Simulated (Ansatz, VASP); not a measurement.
**One calculation of KTaO3, two programs**

Contents of INCAR:

```
SYSTEM = KTaO3
ALGO = Normal
EDIFF = 1E-8
ENCUT = 520
GGA = PE
ISIF = 2
ISMEAR = -1
LASPH = .True.
LCHARG = .False.
LEFG = .True.
LREAL = .False.
LWAVE = .False.
NBANDS = 27
NELM = 100
PREC = Accurate
SIGMA = 0.01
```

The input KPOINTS:

```
k-points
0
Gamma
  5 5 5
  0 0 0
```

Contents of POSCAR:

```
KTaO3
1.0
    4.0147133525      0.0000000000      0.0000000000
    0.0000000000      4.0147133525      0.0000000000
    0.0000000000      0.0000000000      4.0147133525
K Ta O
1 1 3
Direct
    0.5000000000      0.5000000000      0.5000000000
    0.0000000000      0.0000000000      0.0000000000
    0.5000000000      0.0000000000      0.0000000000
    0.0000000000      0.5000000000      0.0000000000
    0.0000000000      0.0000000000      0.5000000000
```

Input for Ansatz:

```yaml
crystal:
  lattice:
    - [4.0147133525, 0.0, 0.0]
    - [0.0, 4.0147133525, 0.0]
    - [0.0, 0.0, 4.0147133525]
  atoms:
    - { symbol: K, position: [0.5, 0.5, 0.5] }
    - { symbol: Ta, position: [0.0, 0.0, 0.0] }
    - { symbol: O, position: [0.5, 0.0, 0.0] }
    - { symbol: O, position: [0.0, 0.5, 0.0] }
    - { symbol: O, position: [0.0, 0.0, 0.5] }
kpoints:
  mp_grid: { grid: [5, 5, 5] }
scf:
  occupations: { method: fermi_dirac, width: 0.01 }
hamiltonian:
  xc: pbe
  pseudopotentials: { kind: all_electron, datasets: crystal }
output:
  forces: true
  stress: true
  eigenvalues: true
  efg: { contact_densities: true }
```

Change from the starting cell: volume scaled by 1.02, crystal datasets.

Alike in both runs: task electric field gradients; functional PBE; k mesh 5 × 5 × 5; occupations fermi-dirac, width 0.01 eV; no spin polarisation.

|  | VASP | Ansatz |
| --- | --- | --- |
| version | VASP 6.6.1 | Ansatz 0.2.0 |
| potentials or method | VASP PAW PBE potentials, release 64 (K_sv, Ta_pv, O), cutoff 520 eV | all-electron PAW with datasets made for the crystal, scalar-relativistic |

|  | VASP | Ansatz | Ansatz less VASP |
| --- | --- | --- | --- |
| gap on the k mesh at the Fermi level (eV) | 2.24 | 2.29 | +0.055 |
| pressure (GPa) | 2.0 | 1.5 | -0.51 |
| size of Vzz on the site where it differs most (V/Å²) | 22.7 | 23.7 | +1.01 |

Ansatz ran all-electron here, and VASP with PAW potentials.

Neither program's run includes spin-orbit coupling.
